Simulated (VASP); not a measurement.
# SnO2 (Pnnm) in VASP: notebook, part 2 of 2

VASP 6.6.1. The steps go on from the part before.

**3. Single point, LDA (atoms shifted along a free coordinate)**

The input, INCAR:

```
ALGO = Normal
EDIFF = 1E-6
ENCUT = 520
ISIF = 2
ISMEAR = 0
LASPH = True
LCHARG = False
LREAL = False
LWAVE = False
NBANDS = 35
NELM = 80
PREC = Accurate
SIGMA = 0.05
```

The input, KPOINTS:

```
k-points
0
Gamma
  6 6 8
```

The input, POSCAR:

```
SnO2
1.0
    4.4886508630      0.0000000000      0.0000000000
    0.0000000000      4.4891270938      0.0000000000
    0.0000000000      0.0000000000      3.0324378838
Sn O
2 4
Direct
    0.5000000000      0.5000000000      0.5000000000
    0.0000000000      0.0000000000      0.0000000000
    0.3059920358      0.2888605067      0.0000000000
    0.8059920358      0.2111394933      0.5000000000
    0.1940079642      0.7888605067      0.5000000000
    0.6940079642      0.7111394933      0.0000000000
```

Potentials or basis: VASP PAW LDA potentials, release 64 (Sn_d, O).

Command:

```sh
$ cat potpaw_LDA.64/Sn_d/POTCAR potpaw_LDA.64/O/POTCAR > POTCAR
$ mpirun -np 1 vasp_std > vasp.out
```

OUTCAR:

```text
EDIFF = 1E-6
   ENCUT = 520
   ISIF = 2
   ISMEAR = 0
   LASPH = True
   LREAL = False
   NELM = 80
   PREC = Accurate

 ion  position               nearest neighbor table
   1  0.500  0.500  0.500-   4 1.89   5 1.89   3 1.99   6 1.99   3 1.99   6 1.99   2 3.52   2 3.52
                             2 3.52   2 3.52   2 3.52   2 3.52   2 3.52   2 3.52
   2  0.000  0.000  0.000-   3 1.89   6 1.89   5 1.99   4 1.99   4 1.99   5 1.99   1 3.52   1 3.52
                             1 3.52   1 3.52   1 3.52   1 3.52   1 3.52   1 3.52
   3  0.306  0.289  0.000-   2 1.89   1 1.99   1 1.99
   4  0.806  0.211  0.500-   1 1.89   2 1.99   2 1.99
[... 1126 lines left out ...]
  Total       18.5244653     17.4935665     18.2354159      0.0000000      0.0000000      0.0000000
  in kB      485.7207116    458.6900318    478.1416919      0.0000000      0.0000000      0.0000000
  external PRESSURE =     474.1841451 kB  Pullay stress =       0.0000000 kB

 VOLUME and BASIS-vectors are now :
 -----------------------------------------------------------------------------
  energy-cutoff  :      520.00
  volume of cell :       61.10
      direct lattice vectors                 reciprocal lattice vectors
     4.488650863  0.000000000  0.000000000     0.222784090  0.000000000  0.000000000
     0.000000000  4.489127094  0.000000000     0.000000000  0.222760456  0.000000000
     0.000000000  0.000000000  3.032437884     0.000000000  0.000000000  0.329767678

 POSITION                                       TOTAL-FORCE (eV/Angst)
 -----------------------------------------------------------------------------------
      2.24433      2.24456      1.51622         0.000000      0.000000      0.000000
      0.00000      0.00000      0.00000         0.000000      0.000000      0.000000
      1.37349      1.29673      0.00000         1.101255      0.972102      0.000000
      3.61782      0.94783      1.51622         1.101255     -0.972102      0.000000
      0.87083      3.54130      1.51622        -1.101255      0.972102      0.000000
      3.11516      3.19240      0.00000        -1.101255     -0.972102      0.000000
 -----------------------------------------------------------------------------------
    total drift:                                0.000000      0.000000      0.000000

  FREE ENERGIE OF THE ION-ELECTRON SYSTEM (eV)
  ---------------------------------------------------
  free  energy   TOTEN  =       -40.8133585437 eV

  energy  without entropy=      -40.8133585437  energy(sigma->0) =      -40.81335854
```

OSZICAR:

```text
N       E                     dE             d eps       ncg     rms          rms(c)
DAV:   1     0.629589269005E+03    0.62959E+03   -0.25784E+04  6423   0.246E+03
DAV:   2     0.471913881249E+02   -0.58240E+03   -0.54793E+03  5995   0.614E+02
DAV:   3    -0.432598722153E+02   -0.90451E+02   -0.89152E+02  6032   0.207E+02
DAV:   4    -0.475510042793E+02   -0.42911E+01   -0.42627E+01  7082   0.481E+01
DAV:   5    -0.476592474317E+02   -0.10824E+00   -0.10812E+00  7214   0.796E+00    0.181E+01
DAV:   6    -0.408772527418E+02    0.67820E+01   -0.17092E+01  9007   0.647E+01    0.766E+00
DAV:   7    -0.409082302540E+02   -0.30978E-01   -0.23414E+00  6469   0.893E+00    0.357E+00
DAV:   8    -0.408279066812E+02    0.80324E-01   -0.19497E-01  8263   0.609E+00    0.838E-01
DAV:   9    -0.408132133727E+02    0.14693E-01   -0.34475E-02  9346   0.376E+00    0.170E-01
DAV:  10    -0.408133742878E+02   -0.16092E-03   -0.37399E-03  6655   0.429E-01    0.888E-02
DAV:  11    -0.408133611794E+02    0.13108E-04   -0.20465E-04  8607   0.107E-01    0.262E-02
DAV:  12    -0.408133592569E+02    0.19225E-05   -0.11436E-05  7265   0.694E-02    0.678E-03
DAV:  13    -0.408133585437E+02    0.71322E-06   -0.33993E-06  6204   0.419E-02
   1 F= -.40813359E+02 E0= -.40813359E+02  d E =-.194061E-11
```

It took 60 s on 1 thread of Intel Xeon 6975P-C (Granite Rapids), shared host; peak memory 0.24 GiB.

Results:

```
Free energy            : -40.8134 eV
Pressure               : 47.4 GPa
Largest force          : 1.469 eV/Å
Band gap on the k mesh : 3.01 eV
```

Forces on the atoms (eV/Å):
```
Sn   0.000  0.000  0.000
Sn   0.000  0.000  0.000
O    1.101  0.972  0.000
O    1.101 -0.972  0.000
O   -1.101  0.972  0.000
O   -1.101 -0.972  0.000
```

Caveat: the cell differs from its parent crystal (atoms shifted along a free coordinate); the cell stands under pressure; spin-orbit coupling is left out, which moves the levels of the heavy elements; forces of over 1 eV/Å act on the atoms, so gaps and moduli don't describe the material at rest.

**4. Single point, LDA (atoms shifted along a free coordinate)**

INCAR, as its differences from that of step 3:

```diff
@@ -10,3 +10,3 @@
 NBANDS = 35
-NELM = 80
+NELM = 60
 PREC = Accurate
```

KPOINTS is that of step 3.

The input, POSCAR:

```
SnO2
1.0
    4.4886508630      0.0000000000      0.0000000000
    0.0000000000      4.4891270938      0.0000000000
    0.0000000000      0.0000000000      3.0324378838
Sn O
2 4
Direct
    0.5000000000      0.5000000000      0.5000000000
    0.0000000000      0.0000000000      0.0000000000
    0.3059920358      0.2715746941      0.0000000000
    0.8059920358      0.2284253059      0.5000000000
    0.1940079642      0.7715746941      0.5000000000
    0.6940079642      0.7284253059      0.0000000000
```

Command:

```sh
$ cat potpaw_LDA.64/Sn_d/POTCAR potpaw_LDA.64/O/POTCAR > POTCAR
$ mpirun -np 1 vasp_std > vasp.out
```

It took 60 s on 1 thread of Intel Xeon 6975P-C (Granite Rapids), shared host; peak memory 0.24 GiB.

It converged, with:

```
Free energy            : -40.2905 eV
Pressure               : 48.4 GPa
Largest force          : 3.570 eV/Å
Band gap on the k mesh : 2.90 eV
```

Forces on the atoms (eV/Å):
```
Sn   0.000  0.000  0.000
Sn   0.000  0.000  0.000
O    2.652  2.391  0.000
O    2.652 -2.391  0.000
O   -2.652  2.391  0.000
O   -2.652 -2.391  0.000
```

Stress tensor (GPa, compression positive):
```
57.60  0.00  0.00
 0.00 47.74  0.00
 0.00  0.00 39.95
```

Levels at points of the mesh, in eV from the valence-band top:
| k point | band 24 | band 25 | band 26 | band 27 | band 28 | band 29 |
| --- | --- | --- | --- | --- | --- | --- |
| (0.00, 0.00, 0.00) | -0.96 | -0.86 | 0.00 | 2.90 | 6.78 | 6.78 |
| (0.50, 0.00, 0.00) | -1.17 | -0.63 | -0.63 | 6.21 | 6.21 | 8.50 |
| (0.00, 0.50, 0.00) | -1.17 | -0.50 | -0.50 | 6.05 | 6.05 | 7.76 |
| (0.50, 0.50, 0.00) | -1.31 | -0.97 | -0.97 | 7.06 | 7.06 | 8.65 |
| (0.00, 0.00, 0.50) | -2.16 | -1.38 | -1.38 | 7.73 | 7.73 | 10.48 |
| (0.50, 0.00, 0.50) | -1.54 | -0.35 | -0.35 | 8.08 | 8.08 | 8.81 |
| (0.00, 0.50, 0.50) | -1.21 | -0.66 | -0.66 | 8.21 | 8.21 | 8.88 |
| (0.50, 0.50, 0.50) | -0.93 | -0.89 | -0.89 | 5.43 | 5.43 | 9.78 |

Caveat: the cell differs from its parent crystal (atoms shifted along a free coordinate); the cell stands under pressure; spin-orbit coupling is left out, which moves the levels of the heavy elements; forces of over 1 eV/Å act on the atoms, so gaps and moduli don't describe the material at rest.

**5. Overview**

| cell | gap on the mesh (eV) | pressure (GPa) | largest force (eV/Å) |
| --- | --- | --- | --- |
| as given, atomic positions A | 3.30 | 52.9 | 2.85 |
| as given, atomic positions B | 3.01 | 47.4 | 1.47 |
| as given, atomic positions C | 2.90 | 48.4 | 3.57 |

Alike in all rows: task single point; level LDA; potentials or basis VASP PAW LDA potentials, release 64 (Sn_d, O); no spin polarisation; k mesh 6 × 6 × 8; cutoff (eV) 520; smearing gaussian 0.05 eV.

Caveats: the cell stands under pressure; spin-orbit coupling is left out, which moves the levels of the heavy elements; forces of over 1 eV/Å act on the atoms, so gaps and moduli don't describe the material at rest.

Absolute energies hang on the potentials; compare differences alone.
